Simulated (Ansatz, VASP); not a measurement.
Two plane-wave programs on SnO2

```
Sn O
1.0
     1.64370    0.94899    4.91826
    -1.64370    0.94899    4.91826
     0.00000   -1.89798    4.91826
Sn O
1 2
Cartesian
  0.0000 0.0000 7.3774
  0.0000 0.0000 3.4656
  0.0000 0.0000 11.2891
```

Alike in both runs: task single point; functional PBE; k mesh 12 × 12 × 12; occupations gaussian, width 0.05 eV; no spin polarisation.

|  | VASP | Ansatz |
| --- | --- | --- |
| version | VASP 6.6.1 | Ansatz 0.2.0 |
| potentials or method | VASP PAW PBE potentials, release 64 (Sn_d, O), cutoff 520 eV | scalar-relativistic, plane waves, PAW |
| valence electrons in the cell | 26 | 26 |

|  | VASP | Ansatz | Ansatz less VASP |
| --- | --- | --- | --- |
| gap on the k mesh at the Fermi level (eV) | 1.69 | 1.71 | +0.021 |
| least direct gap on the mesh (eV) | 1.83 | 1.85 | +0.016 |
| pressure (GPa) | -4.6 | -5.1 | -0.50 |
| traceless stress, the component that is largest in VASP (GPa) | 2.53 | 2.86 | +0.336 |
| rms of the force components (eV/Å) | 0.112 | 0.135 | +0.0233 |

Atom by atom the forces differ by 0.023 eV/Å (rms over components). With one functional, cell and mesh, what is left measures potentials, basis and numerics.
